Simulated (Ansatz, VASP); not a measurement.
**Two plane-wave programs on Au**

```
Au
1.0
     2.90000    0.00000    0.00000
    -1.45000    2.51147    0.00000
     0.00000    0.00000    4.88000
Au
2
Direct
  0.33333 0.66667 0.75000
  0.66667 0.33333 0.25000
```

Alike in both runs: task relaxation of cell and atoms; functional PBE; dispersion D3(BJ); k mesh 18 × 18 × 10; occupations gaussian, width 0.1 eV; no spin polarisation.

|  | VASP | Ansatz |
| --- | --- | --- |
| version | VASP 6.6.1 | Ansatz 0.2.0 |
| potentials or method | VASP PAW PBE potentials, release 64 (Au), cutoff 600 eV | scalar-relativistic, plane waves, PAW |
| valence electrons in the cell | 22 | 38 |

|  | VASP | Ansatz | Ansatz less VASP |
| --- | --- | --- | --- |
| gap on the k mesh at the Fermi level, each at its own relaxed structure (eV) | none | none | - |
| relaxed volume (Å³/atom) | 17.27 | 17.29 | +0.018 |
| relaxed cell length with the largest relative difference (Å) | 4.801 | 4.805 | +0.0037 |

A gap of «none» marks a metal or a gap that the smearing closes. VASP's potentials hold 22 valence electrons a cell and Ansatz's 38, so a difference there can come from the potentials and not from the codes.

Spin-orbit coupling is off throughout.
